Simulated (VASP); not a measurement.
A run of VASP 6.6.1 is set up as follows.

INCAR

```
PREC = Accurate
ENCUT = 500
EDIFF = 1E-6
ISMEAR = 0
SIGMA = 0.05
LREAL = F
LASPH = T
NELM = 120
ALGO = Normal
ISIF = 2
LWAVE = F
LCHARG = T
GGA = CA
LELF = T
LVHAR = T
NBANDS = 15
GGA_COMPAT = F
```

Contents of KPOINTS:

```
regular mesh
0
Gamma
  6 6 6
```

Contents of POSCAR:

```
RbBr
1.0
    0.0000000000      3.4275000000      3.4275000000
    3.2561250000      0.0000000000      3.4275000000
    3.2561250000      3.4275000000      0.0000000000
Rb Br
1 1
Direct
    0.0000000000      0.0000000000      0.0000000000
    0.5000000000      0.5000000000      0.5000000000
```

Potentials or basis: VASP PAW LDA potentials, release 64 (Rb_sv, Br).

The run is started by

```sh
$ cat potpaw_LDA.64/Rb_sv/POTCAR potpaw_LDA.64/Br/POTCAR > POTCAR
$ mpirun -np 1 vasp_std > vasp.out
```

Problem. Estimate the pressure.

Solution. -0.3 GPa.

Problem. Predict the band gap on the k mesh.

Solution. 4.01 eV.

Stress tensor (GPa, compression positive):
```
 1.04  0.00  0.00
 0.00 -1.01  0.00
 0.00  0.00 -1.01
```

As with any semilocal functional, this LDA gap is likely too small.
